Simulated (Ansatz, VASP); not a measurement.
**Two plane-wave programs on C**

```
C
1.0
     2.49863    0.00000    0.00000
    -1.24932    2.16388    0.00000
     0.00000    0.00000    7.15108
C
4
Direct
  0.00000 0.00000 0.00250
  0.00000 0.00000 0.50250
  0.33333 0.66667 0.00250
  0.66667 0.33333 0.50250
```

Alike in both runs: task single point; functional PBE; dispersion D3(BJ); k mesh 21 × 21 × 8; occupations gaussian, width 0.15 eV; no spin polarisation.

|  | VASP | Ansatz |
| --- | --- | --- |
| version | VASP 6.6.1 | Ansatz 0.2.0 |
| potentials or method | VASP PAW PBE potentials, release 64 (C), cutoff 520 eV | scalar-relativistic, plane waves, PAW |
| valence electrons in the cell | 16 | 16 |

Ansatz gave:

```
gap on the k mesh at the Fermi level (eV)                     : none
pressure (GPa)                                                : -10.7
traceless stress, the component that is largest in VASP (GPa) : 9.47
```

Q: What did VASP give for the same quantities?

A: gap on the k mesh at the Fermi level (eV): none; pressure (GPa): -10.3; traceless stress, the component that is largest in VASP (GPa): 9.00.

A gap of «none» marks a metal or a gap that the smearing closes.
